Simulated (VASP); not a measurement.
Input of a VASP 6.6.1 run:

INCAR

```
SYSTEM = W
PREC     = Accurate       ! precision mode
ENCUT    = 520            ! plane-wave cutoff, eV
EDIFF    = 1E-6           ! SCF threshold, eV
ISMEAR   = -1             ! smearing method
SIGMA    = 0.05           ! smearing width, eV
LREAL    = .False.        ! projectors in reciprocal space
LASPH    = .True.         ! aspherical terms in the spheres
NELM     = 100            ! most SCF steps
ALGO     = Normal         ! electronic algorithm
ISIF     = 2              ! what is computed and relaxed
LWAVE    = .False.        ! write WAVECAR
LCHARG   = .True.         ! write CHGCAR
GGA      = CA             ! functional
LELF     = .True.         ! ELF
LVHAR    = .True.       
NBANDS   = 13             ! bands
```

The input KPOINTS:

```
regular mesh
0
Gamma
  18 18 18
  0 0 0
```

The input POSCAR:

```
W
1.0
    0.0000000000      1.9864163673      1.9864163673
    1.9864163673      0.0000000000      1.9864163673
    1.9864163673      1.9864163673      0.0000000000
W
1
Direct
    0.0000000000      0.0000000000      0.0000000000
```

Potentials or basis: VASP PAW LDA potentials, release 64 (W_sv).

Run with:

```sh
$ cat potpaw_LDA.64/W_sv/POTCAR > POTCAR
$ mpirun -np 1 vasp_std > vasp.out
```

Predict the band gap on the k mesh.

zero (band 7 reaches 14.47 eV, above the bottom of band 8 at 10.36 eV).

Estimate the pressure.

1.8 GPa.

Caveat: spin-orbit coupling is left out, which moves the levels of the heavy elements.
